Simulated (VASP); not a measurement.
# Bi (Im-3m) in VASP: further runs

Bi is run at these levels: PBEsol; tasks: single point.

All numbers are computed with VASP 6.6.1; they aren't measurements. Logs are shortened: lines on timing, memory, paths and dates and some standing lists are left out, and cuts for length are marked.

### Step 1. The cell of the first run

It takes space group Im-3m (No. 229, cubic). The conventional cell has a = 3.790 Å, b = 3.790 Å, c = 3.790 Å, α = 90.00°, β = 90.00°, γ = 90.00°. Within 4.3 Å of Bi (site symmetry m-3m) lie 14 Bi at 3.28 to 3.79 Å.

This isn't the form of Bi at room conditions, which is rhombohedral.

### Step 2. Single point, PBEsol (27.21 Å³/atom)

Contents of INCAR:

```
ALGO = Normal ; EDIFF = 1E-6
ENCUT = 500 ; GGA = PS
GGA_COMPAT = F ; ISIF = 2
ISMEAR = 0 ; LASPH = T
LCHARG = T ; LELF = T
LREAL = F ; LVHAR = T
LWAVE = F ; NBANDS = 14
NELM = 120 ; PREC = Accurate
SIGMA = 0.1
```

Contents of KPOINTS:

```
k-points
0
Gamma
  16 16 16
```

Contents of POSCAR:

```
Bi
1.0
   -1.8948732094      1.8948732094      1.8948732094
    1.8948732094     -1.8948732094      1.8948732094
    1.8948732094      1.8948732094     -1.8948732094
Bi
1
Direct
    0.0000000000      0.0000000000      0.0000000000
```

Potentials or basis: VASP PAW PBE potentials, release 64 (Bi_d).

Started as:

```bash
$ cat potpaw_PBE.64/Bi_d/POTCAR > POTCAR
$ mpirun -np 1 vasp_std > vasp.out
```

OUTCAR:

```text
EDIFF = 1E-6
   ENCUT = 500
   GGA = PS
   ISIF = 2
   ISMEAR = 0
   LASPH = T
   LREAL = F
   NELM = 120
   PREC = Accurate

 ion  position               nearest neighbor table
   1  0.000  0.000  0.000-

  LATTYP: Found a body centered cubic cell.
 ALAT       =     3.7897464188

  Lattice vectors:

 A1 = (  -1.8948732094,   1.8948732094,   1.8948732094)
 A2 = (   1.8948732094,  -1.8948732094,   1.8948732094)
 A3 = (   1.8948732094,   1.8948732094,  -1.8948732094)

Analysis of symmetry for initial positions (statically):
=====================================================================
 Subroutine PRICEL returns:
 Original cell was already a primitive cell.

 Routine SETGRP: Setting up the symmetry group for a
 body centered cubic supercell.

 Subroutine GETGRP returns: Found 48 space group operations
 (whereof 48 operations were pure point group operations)
 out of a pool of 48 trial point group operations.

The static configuration has the point symmetry O_h .

Analysis of symmetry for dynamics (positions and initial velocities):
=====================================================================
 Subroutine PRICEL returns:
 Original cell was already a primitive cell.

 Routine SETGRP: Setting up the symmetry group for a
 body centered cubic supercell.

 Subroutine GETGRP returns: Found 48 space group operations
 (whereof 48 operations were pure point group operations)
 out of a pool of 48 trial point group operations.

The dynamic configuration has the point symmetry O_h .

 Subroutine INISYM returns: Found 48 space group operations
 (whereof 48 operations are pure point group operations),
 and found     1 'primitive' translations

----------------------------------------------------------------------------------------

                                     Primitive cell

  volume of cell :      27.2145

  direct lattice vectors                    reciprocal lattice vectors
    -1.894873209  1.894873209  1.894873209     0.000000000  0.263869898  0.263869898
     1.894873209 -1.894873209  1.894873209     0.263869898  0.000000000  0.263869898
     1.894873209  1.894873209 -1.894873209     0.263869898  0.263869898  0.000000000

  length of vectors
     3.282016673  3.282016673  3.282016673     0.373168388  0.373168388  0.373168388

  position of ions in fractional coordinates (direct lattice)
     0.000000000  0.000000000  0.000000000

  ion indices of the primitive-cell ions
   primitive index   ion index
                 1           1

----------------------------------------------------------------------------------------

 KPOINTS: k-points

Automatic generation of k-mesh.
 Grid dimensions read from file:
 generate k-points for:   16   16   16

 Generating k-lattice:

  Cartesian coordinates                     Fractional coordinates (reciprocal lattice)
     0.000000000  0.016491869  0.016491869     0.062500000  0.000000000  0.000000000
     0.016491869  0.000000000  0.016491869     0.000000000  0.062500000  0.000000000
     0.016491869  0.016491869  0.000000000     0.000000000  0.000000000  0.062500000

  Length of vectors
     0.023323024  0.023323024  0.023323024

  Shift w.r.t. Gamma in fractional coordinates (k-lattice)
     0.000000000  0.000000000  0.000000000

 Subroutine IBZKPT returns following result:
 ===========================================

 Found    145 irreducible k-points:

 Following reciprocal coordinates:
            Coordinates               Weight
  0.000000  0.000000  0.000000      1.000000
  0.062500  0.000000  0.000000     12.000000
  0.125000  0.000000  0.000000     12.000000
  0.187500  0.000000  0.000000     12.000000
  0.250000  0.000000  0.000000     12.000000
  0.312500  0.000000  0.000000     12.000000
[... 16 lines left out ...]
  0.187500  0.187500  0.000000     24.000000
  0.250000  0.187500  0.000000     48.000000
 [... further k-points ...]
   k-points           NKPTS =    145   k-points in BZ     NKDIM =    145   number of bands    NBANDS=     14
   number of dos      NEDOS =    301   number of ions     NIONS =      1
   total plane-waves  NPLWV =  13824
   dimension x,y,z NGX =    24 NGY =   24 NGZ =   24
   dimension x,y,z NGXF=    48 NGYF=   48 NGZF=   48
   ions per type =               1
   NGX,Y,Z   is equivalent  to a cutoff of  12.16, 12.16, 12.16 a.u.
   NGXF,Y,Z  is equivalent  to a cutoff of  24.31, 24.31, 24.31 a.u.
 SYSTEM =  unknown system
   PREC   = accura    normal or accurate (medium, high low for compatibility)
   ISTART =      0    job   : 0-new  1-cont  2-samecut
   ICHARG =      2    charge: 1-file 2-atom 10-const
   ISPIN  =      1    spin polarized calculation?
   LNONCOLLINEAR =      F non collinear calculations
   LSORBIT =      F    spin-orbit coupling
   LASPH  =      T    aspherical Exc in radial PAW
   ENCUT  =  500.0 eV  36.75 Ry    6.06 a.u.   5.98  5.98  5.98*2*pi/ulx,y,z
   NELM   =    120;   NELMIN=  2; NELMDL= -5     # of ELM steps
   EDIFF  = 0.1E-05   stopping-criterion for ELM
   LREAL  =      F    real-space projection
   EDIFFG = 0.1E-04   stopping-criterion for IOM
   NSW    =      0    number of steps for IOM
   IBRION =     -1    ionic relax: 0-MD 1-quasi-New 2-CG
   NFREE  =      0    steps in history (QN), initial steepest desc. (CG)
   ISIF   =      2    stress and relaxation
   ISYM   =      2    0-nonsym 1-usesym 2-fastsym
   POTIM  = 0.5000    time-step for ionic-motion
   TEBEG  =    0.0;   TEEND  =   0.0 temperature during run
   PSTRESS=    0.0 pullay stress
   NELECT =      15.0000    total number of electrons
   NUPDOWN=      -1.0000    fix difference up-down
   EMIN   =  10.00;   EMAX   =-10.00  energy-range for DOS
   EFERMI =   0.00;   METHOD = LEGACY
   ISMEAR =     0;   SIGMA  =   0.10  broadening in eV -4-tet -1-fermi 0-gaus
   EFERMI_NEDOS =   21; number of points for ismear=-14 and -15
   IALGO  =     38    algorithm
   IMIX   =      4    mixing-type and parameters
     AMIX     =   0.40;   BMIX     =  1.00
     AMIX_MAG =   1.60;   BMIX_MAG =  1.00
  volume/ion in A,a.u.               =      27.21       183.65
  Fermi-wavevector in a.u.,A,eV,Ry     =   1.342266  2.536514 24.513300  1.801677
  Thomas-Fermi vector in A             =   2.470433
   LORBIT       =      0    0 simple, 1 ext, 2 COOP (PROOUT), +10 PAW based schemes
   GGA     = PS    functional components
   LHFCALC =     F    Hartree Fock is set to
   AEXX    =    0.0000 exact exchange contribution
   IVDW    =     0    specifies the selected vdW correction
   LEPSILON=     F    determine dielectric tensor
   LRPA    =     F    only Hartree local field effects (RPA)
 non-spin polarized calculation
 Gauss-broadening in eV      SIGMA  =   0.10
  energy-cutoff  :      500.00
  volume of cell :       27.21
 maximum number of plane-waves:       707
   NGX = 11   NGY = 11   NGZ = 11

 number of electron      15.0000003 magnetization

 Free energy of the ion-electron system (eV)
  ---------------------------------------------------
  ext. energy  EPLUGINS =         0.00000000
  ---------------------------------------------------
  free energy    TOTEN  =        -4.16303128 eV

  energy without entropy =       -4.16043220  energy(sigma->0) =       -4.16173174

 E-fermi :   9.4981     XC(G=0): -11.0950

 val. band max:        9.4944132516   @ k =  -0.2500   0.3750   0.1250
 cond. band min:       9.5567287241   @ k =   0.3125   0.1875   0.1250
 fundamental gap:      0.0623154725
 Fermi energy:         9.4981488322

 k-point     1 :       0.0000    0.0000    0.0000
  band No.  band energies     occupation
      1     -13.5603      2.00000
      2     -13.5603      2.00000
      3     -13.5603      2.00000
      4     -13.3599      2.00000
      5     -13.3599      2.00000
      6      -5.0278      2.00000
      7      15.6825      0.00000
      8      15.6825      0.00000
      9      15.6825      0.00000
     10      20.0034      0.00000
     11      20.0034      0.00000
     12      20.0034      0.00000
     13      20.5122      0.00000
     14      22.1378      0.00000

 k-point     2 :       0.0625    0.0000    0.0000
  band No.  band energies     occupation
      1     -13.5628      2.00000
      2     -13.5565      2.00000
      3     -13.5482      2.00000
      4     -13.3628      2.00000
      5     -13.3603      2.00000
      6      -4.9442      2.00000
      7      14.7834      0.00000
      8      15.3955      0.00000
      9      15.5843      0.00000
     10      19.3613      0.00000
     11      19.7267      0.00000
     12      19.9050      0.00000
     13      21.0995      0.00000
     14      22.5063      0.00000

 k-point     3 :       0.1250    0.0000    0.0000
  band No.  band energies     occupation
      1     -13.5699      2.00000
      2     -13.5463      2.00000
      3     -13.5137      2.00000
      4     -13.3705      2.00000
      5     -13.3614      2.00000
      6      -4.6938      2.00000
      7      12.9334      0.00000
      8      14.6992      0.00000
      9      15.2976      0.00000
     10      18.4366      0.00000
     11      19.2025      0.00000
     12      19.8287      0.00000
     13      21.8689      0.00000
     14      23.4336      0.00000

 k-point     4 :       0.1875    0.0000    0.0000
  band No.  band energies     occupation
      1     -13.5805      2.00000
      2     -13.5338      2.00000
      3     -13.4617      2.00000
      4     -13.3801      2.00000
      5     -13.3630      2.00000
      6      -4.2793      2.00000
      7      10.8810      0.00000
      8      13.8581      0.00000
      9      14.8721      0.00000
     10      17.6535      0.00000
     11      18.6884      0.00000
     12      19.9956      0.00000
     13      22.2628      0.00000
     14      24.6453      0.00000

 k-point     5 :       0.2500    0.0000    0.0000
  band No.  band energies     occupation
      1     -13.5931      2.00000
      2     -13.5248      2.00000
      3     -13.3994      2.00000
      4     -13.3866      2.00000
      5     -13.3648      2.00000
      6      -3.7087      2.00000
      7       8.8673      2.00000
      8      13.0412      0.00000
      9      14.3985      0.00000
     10      17.0375      0.00000
     11      18.2520      0.00000
[... 276 lines left out ...]
 k-point    22 :       0.4375    0.1250    0.0000
  band No.  band energies     occupation
      1     -13.6059      2.00000
      2     -13.5190      2.00000
      3     -13.3779      2.00000
      4     -13.3726      2.00000
      5     -13.2531      2.00000
      6      -1.0022      2.00000
      7       3.9060      2.00000
      8       9.7455      0.00047
      9      12.5807      0.00000
     10      17.1065      0.00000
     11      19.5810      0.00000
     12      21.9782      0.00000
     13      22.8285      0.00000
     14      28.6146      0.00000

 k-point    23 :       0.1875    0.1875    0.0000
  band No.  band energies     occupation
      1     -13.5802      2.00000
      2     -13.5171      2.00000
      3     -13.3949      2.00000
      4     -13.3759      2.00000
      5     -13.3393      2.00000
      6      -2.8503      2.00000
      7       7.4950      2.00000
      8      10.2993      0.00000
      9      13.1910      0.00000
     10      18.2756      0.00000
     11      18.9531      0.00000
     12      21.6814      0.00000
     13      23.2077      0.00000
     14      24.7183      0.00000

 k-point    24 :       0.2500    0.1875    0.0000
  band No.  band energies     occupation
      1     -13.5843      2.00000
      2     -13.5043      2.00000
      3     -13.3913      2.00000
      4     -13.3800      2.00000
      5     -13.3085      2.00000
      6      -2.1352      2.00000
      7       6.2603      2.00000
      8       9.2992      1.99509
      9      12.7878      0.00000
     10      18.1249      0.00000
     11      19.4349      0.00000
     12      21.9017      0.00000
     13      24.3025      0.00000
     14      24.4156      0.00000

 [... further k-points ...]

------------------------ aborting loop because EDIFF is reached ----------------------------------------

  FORCE on cell =-STRESS in cart. coord.  units (eV):
  Direction    XX          YY          ZZ          XY          YZ          ZX
  --------------------------------------------------------------------------------------
  -------------------------------------------------------------------------------------
  Total        1.2293962      1.2293962      1.2293962     -0.0000000     -0.0000000      0.0000000
  in kB       72.3772348     72.3772348     72.3772348     -0.0000000     -0.0000000      0.0000000
  external PRESSURE =      72.3772348 kB  Pullay stress =       0.0000000 kB

 VOLUME and BASIS-vectors are now :
 -----------------------------------------------------------------------------
  energy-cutoff  :      500.00
  volume of cell :       27.21
      direct lattice vectors                 reciprocal lattice vectors
    -1.894873209  1.894873209  1.894873209     0.000000000  0.263869898  0.263869898
     1.894873209 -1.894873209  1.894873209     0.263869898  0.000000000  0.263869898
     1.894873209  1.894873209 -1.894873209     0.263869898  0.263869898  0.000000000

 POSITION                                       TOTAL-FORCE (eV/Angst)
 -----------------------------------------------------------------------------------
      0.00000      0.00000      0.00000         0.000000     -0.000000      0.000000
 -----------------------------------------------------------------------------------
    total drift:                               -0.000000      0.000000     -0.000000

  FREE ENERGIE OF THE ION-ELECTRON SYSTEM (eV)
  ---------------------------------------------------
  free  energy   TOTEN  =        -4.1630312841 eV

  energy  without entropy=       -4.1604322048  energy(sigma->0) =       -4.16173174
```

Run time: 18 s. Hardware: 1 thread of Intel Xeon Platinum 8259CL at 2.50GHz (Skylake/Cascade Lake), shared host; peak memory 0.17 GiB.

What came out:

| Item | Value |
| --- | --- |
| Free energy | -4.1630 eV |
| Pressure | 7.2 GPa |
| Band gap on the k mesh | zero (an odd number of electrons rules out a gap without spin polarisation) |

Caveat: the cell stands under pressure; the PAW data sets were made with another functional, which shifts forces and pressure a little; spin-orbit coupling is left out, which moves the levels of the heavy elements.

(Continued in part 2 of 2.)

The gap in the log of VASP goes by the Fermi energy; the results here count the filled bands.